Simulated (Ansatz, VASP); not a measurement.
Two plane-wave programs on AlN

POSCAR

```
AlN
1.0
    0.0000000000      2.1839935596      2.1839935596
    2.1839935596      0.0000000000      2.1839935596
    2.1839935596      2.1839935596      0.0000000000
Al N
1 1
Direct
   -0.0198266474     -0.0198266474     -0.0198266474
    0.7500000000      0.7500000000      0.7500000000
```

The input INCAR.step1:

```
SYSTEM = AlN
PREC = Accurate
ENCUT = 520
ISMEAR = 0
SIGMA = 0.05
LREAL = .FALSE.
LASPH = .TRUE.
NELM = 80
NBANDS = 11
GGA = PE
ALGO = Normal
EDIFF = 1E-4
LWAVE = .TRUE.
LCHARG = .FALSE.
```

INCAR.step2

```
SYSTEM = AlN
PREC = Accurate
ENCUT = 520
EDIFF = 1E-7
ISMEAR = 0
SIGMA = 0.05
LREAL = .FALSE.
LASPH = .TRUE.
NELM = 80
ALGO = Normal
ISIF = 2
LWAVE = .FALSE.
LCHARG = .TRUE.
METAGGA = R2SCAN
LMIXTAU = .TRUE.
LELF = .TRUE.
LVHAR = .TRUE.
NBANDS = 11
ISTART = 1
```

File KPOINTS:

```
Automatic mesh
0
G
  10 10 10
  0 0 0
```

Input for Ansatz:

```yaml
crystal:
  lattice:
    - [0.0, 2.1839935596, 2.1839935596]
    - [2.1839935596, 0.0, 2.1839935596]
    - [2.1839935596, 2.1839935596, 0.0]
  atoms:
    - { symbol: Al, position: [-0.0198266474, -0.0198266474, -0.0198266474] }
    - { symbol: "N", position: [0.75, 0.75, 0.75] }
basis:
  ecutwfc: 500
kpoints:
  mp_grid: { grid: [10, 10, 10] }
hamiltonian:
  xc: r2scan
scf:
  occupations: { method: gaussian, width: 0.05 }
output:
  forces: true
  stress: true
  eigenvalues: true
```

Change from the starting cell: all Al atoms moved +0.150 Å, as atom 1 towards its neighbour atom 2 (N) at 1.891 Å.

Alike in both runs: task single point; functional r2SCAN; k mesh 10 × 10 × 10; occupations gaussian, width 0.05 eV; no spin polarisation.

```csv
,VASP,Ansatz
version,VASP 6.6.1,Ansatz 0.2.0
potentials or method,"VASP PAW PBE potentials, release 64 (Al, N), cutoff 520 eV","scalar-relativistic, plane waves, PAW"
valence electrons in the cell,8,8
```

```csv
,VASP,Ansatz,Ansatz less VASP
gap on the k mesh at the Fermi level (eV),3.72,3.73,+0.007
least direct gap on the mesh (eV),4.63,4.59,-0.038
pressure (GPa),3.5,3.8,+0.28
"traceless stress, the component that is largest in VASP (GPa)",8.78,8.57,-0.208
rms of the force components (eV/Å),1.876,1.849,-0.0276
```

VASP's potentials were made for PBE, not for r2SCAN. Atom by atom the forces differ by 0.028 eV/Å (rms over components).
